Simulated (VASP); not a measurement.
# RuSe (Pm-3m) in VASP: further runs

The runs below take RuSe through single point, with PBEsol+U, PBE+U.

Everything below comes from runs of VASP 6.6.1. Logs are shortened: lines on timing, memory, paths and dates and some standing lists are left out, and cuts for length are marked.

## (1) The cell of the first run

The structure is cubic, space group Pm-3m (No. 221). The conventional cell has a = 3.188 Å, b = 3.188 Å, c = 3.188 Å, α = 90.00°, β = 90.00°, γ = 90.00°. Within 3.6 Å of Ru (site symmetry m-3m) lie 8 Se at 2.76 Å and 6 Ru at 3.19 Å. Within 3.6 Å of Se (site symmetry m-3m) lie 8 Ru at 2.76 Å and 6 Se at 3.19 Å.

## (2) Single point, PBEsol+U

Input file INCAR:

```
PREC = Accurate
ENCUT = 520
EDIFF = 1E-7
ISMEAR = 0
SIGMA = 0.05
LREAL = False
LASPH = True
NELM = 150
ALGO = Normal
ISIF = 2
LWAVE = False
LCHARG = True
LMAXMIX = 4
LDAU = True
LDAUTYPE = 2
LDAUL = 2 -1
LDAUU = 7 0
LDAUJ = 0 0
LDAUPRINT = 1
GGA = PS
LELF = True
LVHAR = True
NBANDS = 17
```

Input file KPOINTS:

```
regular mesh
0
Gamma
  6 6 6
```

Input file POSCAR:

```
RuSe
1.0
    3.1876923100      0.0000000000      0.0000000000
    0.0000000000      3.1876923100      0.0000000000
    0.0000000000      0.0000000000      3.1876923100
Ru Se
1 1
Direct
    0.0000000000      0.0000000000      0.0000000000
    0.5000000000      0.5000000000      0.5000000000
```

Potentials or basis: VASP PAW PBE potentials, release 64 (Ru_pv, Se).

On the command line:

```bash
> cat potpaw_PBE.64/Ru_pv/POTCAR potpaw_PBE.64/Se/POTCAR > POTCAR
> mpirun -np 1 vasp_std > vasp.out
```

OUTCAR:

```text
PREC = Accurate
   ENCUT = 520
   EDIFF = 1E-7
   ISMEAR = 0
   LREAL = False
   LASPH = True
   NELM = 150
   ISIF = 2
   GGA = PS

 ion  position               nearest neighbor table
   1  0.000  0.000  0.000-   2 2.76   2 2.76   2 2.76   2 2.76   2 2.76   2 2.76   2 2.76   2 2.76

   2  0.500  0.500  0.500-   1 2.76   1 2.76   1 2.76   1 2.76   1 2.76   1 2.76   1 2.76   1 2.76

  LATTYP: Found a simple cubic cell.
 ALAT       =     3.1876923100

  Lattice vectors:

 A1 = (   3.1876923100,   0.0000000000,   0.0000000000)
 A2 = (   0.0000000000,   3.1876923100,   0.0000000000)
 A3 = (   0.0000000000,   0.0000000000,   3.1876923100)

Analysis of symmetry for initial positions (statically):
=====================================================================
 Subroutine PRICEL returns:
 Original cell was already a primitive cell.

 Routine SETGRP: Setting up the symmetry group for a
 simple cubic supercell.

 Subroutine GETGRP returns: Found 48 space group operations
 (whereof 48 operations were pure point group operations)
 out of a pool of 48 trial point group operations.

The static configuration has the point symmetry O_h .

Analysis of symmetry for dynamics (positions and initial velocities):
=====================================================================
 Subroutine PRICEL returns:
 Original cell was already a primitive cell.

 Routine SETGRP: Setting up the symmetry group for a
 simple cubic supercell.

 Subroutine GETGRP returns: Found 48 space group operations
 (whereof 48 operations were pure point group operations)
 out of a pool of 48 trial point group operations.

The dynamic configuration has the point symmetry O_h .

 Subroutine INISYM returns: Found 48 space group operations
 (whereof 48 operations are pure point group operations),
 and found     1 'primitive' translations

----------------------------------------------------------------------------------------

                                     Primitive cell

  volume of cell :      32.3914
[... 134 lines left out ...]
 -0.0000  0.7202  0.0000 -0.0000 -0.0000
  0.0000  0.0000  0.4680  0.0000  0.0000
  0.0000 -0.0000  0.0000  0.7202  0.0000
  0.0000 -0.0000  0.0000  0.0000  0.4680

spin component  2

  0.7202 -0.0000  0.0000  0.0000  0.0000
 -0.0000  0.7202  0.0000 -0.0000 -0.0000
  0.0000  0.0000  0.4680  0.0000  0.0000
  0.0000 -0.0000  0.0000  0.7202  0.0000
  0.0000 -0.0000  0.0000  0.0000  0.4680

 occupancies and eigenvectors

  o =  0.4680  v =  0.0000  0.0000  1.0000 -0.0000 -0.0004  0.0000  0.0000  0.0000  0.0000  0.0000      0.0000  0.0000  0.0000  0.0000  0.0000  0.0000  0.0000  0.0000  0.0000  0.0000
  o =  0.4680  v =  0.0000  0.0000  0.0000  0.0000  0.0000  0.0000  0.0000  1.0000 -0.0000 -0.0004      0.0000  0.0000  0.0000  0.0000  0.0000  0.0000  0.0000  0.0000  0.0000  0.0000
  o =  0.4680  v =  0.0000  0.0000 -0.0004  0.0000 -1.0000  0.0000  0.0000  0.0000  0.0000  0.0000      0.0000  0.0000  0.0000  0.0000  0.0000  0.0000  0.0000  0.0000  0.0000  0.0000
  o =  0.4680  v =  0.0000  0.0000  0.0000  0.0000  0.0000  0.0000  0.0000 -0.0004  0.0000 -1.0000      0.0000  0.0000  0.0000  0.0000  0.0000  0.0000  0.0000  0.0000  0.0000  0.0000
  o =  0.7202  v =  0.0000  0.0000  0.0000  0.0000  0.0000  1.0000  0.0000  0.0000  0.0000  0.0000      0.0000  0.0000  0.0000  0.0000  0.0000  0.0000  0.0000  0.0000  0.0000  0.0000
  o =  0.7202  v =  1.0000  0.0000  0.0000  0.0000  0.0000  0.0000  0.0000  0.0000  0.0000  0.0000      0.0000  0.0000  0.0000  0.0000  0.0000  0.0000  0.0000  0.0000  0.0000  0.0000
  o =  0.7202  v =  0.0000  0.9997 -0.0000  0.0235  0.0000  0.0000  0.0000  0.0000  0.0000  0.0000      0.0000  0.0000  0.0000  0.0000  0.0000  0.0000  0.0000  0.0000  0.0000  0.0000
  o =  0.7202  v =  0.0000  0.0000  0.0000  0.0000  0.0000  0.0000  0.9997 -0.0000  0.0235  0.0000      0.0000  0.0000  0.0000  0.0000  0.0000  0.0000  0.0000  0.0000  0.0000  0.0000
  o =  0.7202  v =  0.0000  0.0000  0.0000  0.0000  0.0000  0.0000 -0.0235  0.0000  0.9997  0.0000      0.0000  0.0000  0.0000  0.0000  0.0000  0.0000  0.0000  0.0000  0.0000  0.0000
  o =  0.7202  v =  0.0000 -0.0235  0.0000  0.9997  0.0000  0.0000  0.0000  0.0000  0.0000  0.0000      0.0000  0.0000  0.0000  0.0000  0.0000  0.0000  0.0000  0.0000  0.0000  0.0000

 number of electron      19.9999996 magnetization

 Free energy of the ion-electron system (eV)
  ---------------------------------------------------
  ext. energy  EPLUGINS =         0.00000000
  ---------------------------------------------------
  free energy    TOTEN  =        -5.29858683 eV

  energy without entropy =       -5.29587115  energy(sigma->0) =       -5.29722899

 E-fermi :   9.2430     XC(G=0): -12.4501

 val. band max:        9.2064897767   @ k =   0.1667   0.0000   0.0000
 cond. band min:       9.2480782264   @ k =   0.5000   0.5000   0.3333
 fundamental gap:      0.0415884497
 Fermi energy:         9.2430086254

 k-point     1 :       0.0000    0.0000    0.0000
  band No.  band energies     occupation
      1     -32.7085      2.00000
      2     -32.7085      2.00000
      3     -32.7085      2.00000
      4      -6.7692      2.00000
      5       6.1058      2.00000
      6       6.1058      2.00000
[... 377 lines left out ...]
      4      -3.1760      2.00000
      5       1.9890      2.00000
      6       1.9890      2.00000
[... 9 lines left out ...]
     16      17.7547      0.00000
     17      21.3681      0.00000

------------------------ aborting loop because EDIFF is reached ----------------------------------------

  FORCE on cell =-STRESS in cart. coord.  units (eV):
  Direction    XX          YY          ZZ          XY          YZ          ZX
  --------------------------------------------------------------------------------------
  -------------------------------------------------------------------------------------
  Total       -3.2351273     -3.2351273     -3.2351273      0.0000000     -0.0000000     -0.0000000
  in kB     -160.0194487   -160.0194487   -160.0194487      0.0000000     -0.0000000     -0.0000000
  external PRESSURE =    -160.0194487 kB  Pullay stress =       0.0000000 kB

 VOLUME and BASIS-vectors are now :
 -----------------------------------------------------------------------------
  energy-cutoff  :      520.00
  volume of cell :       32.39
      direct lattice vectors                 reciprocal lattice vectors
     3.187692310  0.000000000  0.000000000     0.313706563  0.000000000  0.000000000
     0.000000000  3.187692310  0.000000000     0.000000000  0.313706563  0.000000000
     0.000000000  0.000000000  3.187692310     0.000000000  0.000000000  0.313706563

 POSITION                                       TOTAL-FORCE (eV/Angst)
 -----------------------------------------------------------------------------------
      0.00000      0.00000      0.00000         0.000000      0.000000      0.000000
      1.59385      1.59385      1.59385         0.000000      0.000000      0.000000
 -----------------------------------------------------------------------------------
    total drift:                                0.000000      0.000000      0.000000

  FREE ENERGIE OF THE ION-ELECTRON SYSTEM (eV)
  ---------------------------------------------------
  free  energy   TOTEN  =        -5.2985868315 eV

  energy  without entropy=       -5.2958711521  energy(sigma->0) =       -5.29722899
```

OSZICAR:

```text
N       E                     dE             d eps       ncg     rms          rms(c)
DAV:   1     0.156148899264E+03    0.15615E+03   -0.11126E+04   696   0.114E+03
DAV:   2    -0.175924131165E+01   -0.15791E+03   -0.15332E+03   745   0.311E+02
DAV:   3    -0.534311170398E+01   -0.35839E+01   -0.35527E+01   841   0.485E+01
[... 30 lines left out ...]
DAV:  34    -0.529857884127E+01   -0.69257E-04   -0.28847E-04   702   0.563E-02    0.362E-02
DAV:  35    -0.529859482252E+01   -0.15981E-04   -0.89523E-05   703   0.364E-02    0.324E-02
DAV:  36    -0.529856456813E+01    0.30254E-04   -0.19552E-04   700   0.541E-02    0.297E-02
DAV:  37    -0.529858688415E+01   -0.22316E-04   -0.71932E-05   701   0.318E-02    0.235E-02
DAV:  38    -0.529858683152E+01    0.52632E-07   -0.49582E-07   678   0.568E-03
   1 F= -.52985868E+01 E0= -.52972290E+01  d E =-.271568E-02
```

It took 12 s on 1 thread of Intel Xeon 6975P-C (Granite Rapids), shared host; peak memory 0.14 GiB.

Results:

```yaml
Free_energy: -5.2986 eV
Pressure: -16.0 GPa
Band_gap_on_the_k_mesh: zero (band 10 reaches 11.27 eV, above the bottom of band 11 at 7.68 eV)
```

Levels at points of the mesh, in eV from the Fermi level:
```csv
k point,band 6,band 7,band 8,band 9,band 10,band 11,band 12,band 13,band 14,band 15
"(0.00, 0.00, 0.00)",-3.14,-1.72,-1.72,-1.72,-1.56,-1.56,-1.56,2.58,8.84,8.84
"(0.50, 0.00, 0.00)",-4.19,-4.19,-2.47,-1.56,0.80,2.46,2.46,5.54,6.21,8.90
"(0.50, 0.50, 0.00)",-5.85,-2.94,-2.67,-2.67,-1.67,0.03,0.89,3.52,10.42,10.44
"(0.50, 0.50, 0.50)",-7.25,-7.25,0.96,0.96,2.02,2.02,2.02,2.76,2.76,2.76
```

Eigenvalues of the final occupation matrices:
```
    site  spin  trace               eigenvalues
site 1 d     1   3.10  0.47 0.47 0.72 0.72 0.72
site 1 d     2   3.10  0.47 0.47 0.72 0.72 0.72
```

Caveat: the PAW data sets were made with another functional, which shifts forces and pressure a little; U without spin polarisation on a metal has little footing.

## (3) Single point, PBE+U

Input file INCAR:

```
SYSTEM = RuSe
PREC = Accurate
ENCUT = 520
EDIFF = 1E-6
ISMEAR = 0
SIGMA = 0.05
LREAL = .FALSE.
LASPH = .TRUE.
NELM = 150
ALGO = Normal
ISIF = 2
LWAVE = .FALSE.
LCHARG = .FALSE.
LMAXMIX = 4
LDAU = .TRUE.
LDAUTYPE = 2
LDAUL = 2 -1
LDAUU = 6 0
LDAUJ = 0 0
LDAUPRINT = 1
GGA = PE
NBANDS = 17
```

Input file KPOINTS:

```
regular mesh
0
G
  6 6 6
  0 0 0
```

POSCAR is that of step 2.

Potentials or basis: VASP PAW PBE potentials, release 64 (Ru_pv, Se).

On the command line:

```bash
> cat potpaw_PBE.64/Ru_pv/POTCAR potpaw_PBE.64/Se/POTCAR > POTCAR
> mpirun -np 1 vasp_std > vasp.out
```

It took 10 s on 1 thread of Intel Xeon 6975P-C (Granite Rapids), shared host; peak memory 0.13 GiB.

It converged, with:

* Free energy: -5.0878 eV
* Pressure: -10.7 GPa
* Band gap on the k mesh: zero (band 10 reaches 11.67 eV, above the bottom of band 11 at 8.08 eV)

Levels at points of the mesh, in eV from the Fermi level:
```tsv
k point	band 6	band 7	band 8	band 9	band 10	band 11	band 12	band 13	band 14	band 15
(0.00, 0.00, 0.00)	-3.53	-1.67	-1.67	-1.67	-1.42	-1.42	-1.42	2.56	8.64	8.64
(0.50, 0.00, 0.00)	-4.04	-4.04	-2.91	-1.25	0.30	2.51	2.51	5.50	6.14	8.82
(0.50, 0.50, 0.00)	-5.94	-3.25	-2.38	-2.38	-1.41	-0.09	0.35	3.28	10.39	10.41
(0.50, 0.50, 0.50)	-7.19	-7.19	0.42	0.42	2.18	2.18	2.18	2.71	2.71	2.71
```

Eigenvalues of the final occupation matrices:
| site | spin | trace | eigenvalues |
| --- | --- | --- | --- |
| site 1 d | 1 | 3.11 | 0.54 0.54 0.67 0.67 0.67 |
| site 1 d | 2 | 3.11 | 0.54 0.54 0.67 0.67 0.67 |

Caveat: U without spin polarisation on a metal has little footing.
